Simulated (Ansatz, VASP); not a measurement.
# Two plane-wave programs on SiC

```xyz
4
Lattice="2.9225 0.0000 0.0000 -1.4612 2.5309 0.0000 0.0000 0.0000 4.6081" Properties=species:S:1:pos:R:3 pbc="T T T"
Si    0.0000    1.6873    0.0036
Si    1.4612    0.8436    2.3076
C     0.0000    1.6873    1.7706
C     1.4612    0.8436    4.0746
```

Alike in both runs: functional LDA; k mesh 12 × 12 × 6; occupations gaussian, width 0.05 eV; no spin polarisation.

Ansatz relaxed the structure, and its values are those at the end. VASP's run is a single point on that final structure, the one shown.

|  | VASP | Ansatz |
| --- | --- | --- |
| version | VASP 6.6.1 | Ansatz 0.2.0 |
| potentials or method | VASP PAW LDA potentials, release 64 (Si, C), cutoff 520 eV | scalar-relativistic, plane waves, PAW |
| valence electrons in the cell | 16 | 16 |

VASP gave:

* gap on the k mesh at the Fermi level (eV): 1.74
* least direct gap on the mesh (eV): 3.94

What did Ansatz give for the same quantities?

gap on the k mesh at the Fermi level (eV): 1.76; least direct gap on the mesh (eV): 3.96.

Ansatz warns that its potentials were made for another functional, while VASP's fit it. LDA's correlation is that of Perdew and Zunger in VASP and of Perdew and Wang (1992) in Ansatz. Ansatz's warnings: stress scf threshold loose.
